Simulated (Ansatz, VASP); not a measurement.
Two plane-wave programs on CaO

The input POSCAR:

```
CaO
1.0
    4.0007421902      0.0000000000      0.0000000000
   -2.0003710951      3.4647443707      0.0000000000
    0.0000000000      0.0000000000      4.7585179589
Ca O
2 2
Direct
    0.3333333333      0.6666666667     -0.0625000000
    0.6666666667      0.3333333333      0.4375000000
    0.3333333333      0.6666666667      0.4375000000
    0.6666666667      0.3333333333      0.9375000000
```

INCAR.step1

```
SYSTEM = CaO
PREC = Accurate
ENCUT = 520
ISMEAR = 0
SIGMA = 0.01
LREAL = .FALSE.
LASPH = .TRUE.
NELM = 80
NBANDS = 24
GGA = PE
ALGO = Normal
EDIFF = 1E-4
LWAVE = .TRUE.
LCHARG = .FALSE.
```

File INCAR.step2:

```
SYSTEM = CaO
PREC = Accurate
ENCUT = 520
EDIFF = 1E-6
ISMEAR = 0
SIGMA = 0.01
LREAL = .FALSE.
LASPH = .TRUE.
NELM = 80
ALGO = Normal
ISIF = 2
LWAVE = .FALSE.
LCHARG = .FALSE.
METAGGA = R2SCAN
LMIXTAU = .TRUE.
NBANDS = 24
ISTART = 1
```

The input KPOINTS:

```
regular mesh
0
G
  12 12 6
  0 0 0
```

Input for Ansatz:

```yaml
crystal:
  lattice:
    - [4.0007421902, 0.0, 0.0]
    - [-2.0003710951, 3.4647443707, 0.0]
    - [0.0, 0.0, 4.7585179589]
  atoms:
    - { symbol: Ca, position: [0.3333333333, 0.6666666667, -0.0625] }
    - { symbol: Ca, position: [0.6666666667, 0.3333333333, 0.4375] }
    - { symbol: O, position: [0.3333333333, 0.6666666667, 0.4375] }
    - { symbol: O, position: [0.6666666667, 0.3333333333, 0.9375] }
kpoints:
  mp_grid: { grid: [12, 12, 6] }
  band_path:
    path:
      - [0.0, 0.0, 0.0]
      - [0.5, 0.0, 0.0]
      - [0.3333333333, 0.3333333333, 0.0]
      - [0.0, 0.0, 0.5]
      - [0.5, 0.0, 0.5]
      - [0.3333333333, 0.3333333333, 0.5]
    npoints: 1
hamiltonian:
  xc: r2scan
scf:
  occupations: { method: fixed }
  n_extra_bands: 5
output:
  forces: true
  stress: true
  eigenvalues: true
```

Change from the starting cell: epitaxial_xy strain +0.5%.

Alike in both runs: task single point; functional r2SCAN; k mesh 12 × 12 × 6; no spin polarisation.

```csv
,VASP,Ansatz
version,VASP 6.6.1,Ansatz 0.2.0
potentials or method,"VASP PAW PBE potentials, release 64 (Ca_sv, O)","plane waves, PAW"
plane-wave cutoff (eV),520,500
occupations,"gaussian, width 0.01 eV",fixed
valence electrons in the cell,32,32
```

Ansatz gave:

```
gap on the k mesh at the Fermi level (eV)                     : 3.58
pressure (GPa)                                                : -0.6
traceless stress, the component that is largest in VASP (GPa) : 0.63
```

Task: Estimate VASP's values.

Result: gap on the k mesh at the Fermi level (eV): 3.56; pressure (GPa): 0.3; traceless stress, the component that is largest in VASP (GPa): 0.63.

VASP's potentials were made for PBE, not for r2SCAN.
